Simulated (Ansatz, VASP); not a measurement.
**Hf in VASP and in Ansatz**

```
Hf
1.0
    -1.85915    1.85915    1.80500
     1.85915   -1.85915    1.80500
     1.85915    1.85915   -1.80500
Hf
1
Direct
  0.00000 0.00000 0.00000
```

Change from the starting cell: strain +0.030 along x and y, +0.000 along z, atoms carried along.

Alike in both runs: task single point; functional PBEsol; k mesh 18 × 18 × 18; occupations gaussian, width 0.15 eV; no spin polarisation.

```csv
,VASP,Ansatz
version,VASP 6.6.1,Ansatz 0.2.0
potentials or method,"VASP PAW PBE potentials, release 64 (Hf_pv), cutoff 520 eV","scalar-relativistic, plane waves, PAW"
valence electrons in the cell,10,26
```

```tsv
	VASP	Ansatz	Ansatz less VASP
gap on the k mesh at the Fermi level (eV)	none	none	-
pressure (GPa)	-13.2	-12.9	+0.33
traceless stress, the component that is largest in VASP (GPa)	-1.09	-1.07	+0.022
```

VASP's potentials were made for PBE, not for PBEsol. A gap of «none» marks a metal or a gap that the smearing closes. With one functional, cell and mesh, what is left measures potentials, basis and numerics. VASP's potentials hold 10 valence electrons a cell and Ansatz's 26, so a difference there can come from the potentials and not from the codes.

Neither program's run includes spin-orbit coupling.
